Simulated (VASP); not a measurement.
Here is a VASP 6.6.1 calculation.

INCAR

```
SYSTEM = FePt
PREC     = Accurate       ! precision mode
ENCUT    = 600            ! plane-wave cutoff, eV
EDIFF    = 1E-6           ! SCF threshold, eV
ISMEAR   = -1             ! smearing method
SIGMA    = 0.05           ! smearing width, eV
LREAL    = .FALSE.        ! projectors in reciprocal space
LASPH    = .TRUE.         ! aspherical terms in the spheres
NELM     = 200            ! most SCF steps
ALGO     = Normal         ! electronic algorithm
ISIF     = 2              ! what is computed and relaxed
LWAVE    = .FALSE.        ! write WAVECAR
LCHARG   = .TRUE.         ! write CHGCAR
ISPIN    = 2              ! spin polarisation
MAGMOM   = 0 3            ! initial moments
LORBIT   = 11             ! projections on sites
LMAXMIX  = 4              ! l up to which the mixer works
GGA      = RE             ! functional
IVDW     = 12             ! dispersion correction
LELF     = .TRUE.         ! ELF
LVHAR    = .TRUE.       
NBANDS   = 20             ! bands
GGA_COMPAT= .FALSE.
```

Contents of KPOINTS:

```
Automatic mesh
0
G
  10 10 7
  0 0 0
```

The input POSCAR:

```
FePt
1.0
    2.6986821933      0.0000000000      0.0000000000
    0.0000000000      2.6986821933      0.0000000000
    0.0000000000      0.0000000000      3.6936148362
Pt Fe
1 1
Direct
    0.5000000000      0.5000000000      0.5000000000
    0.0000000000      0.0000000000      0.0000000000
```

Potentials or basis: VASP PAW PBE potentials, release 64 (Pt, Fe).

The run is started by

```console
$ cat potpaw_PBE.64/Pt/POTCAR potpaw_PBE.64/Fe/POTCAR > POTCAR
$ mpirun -np 1 vasp_std > vasp.out
```

(1) Estimate the dispersion energy per atom.

(2) What does it give for the net moment?

Answers

(1) -1.043 eV.

(2) 3.25 μB per cell.
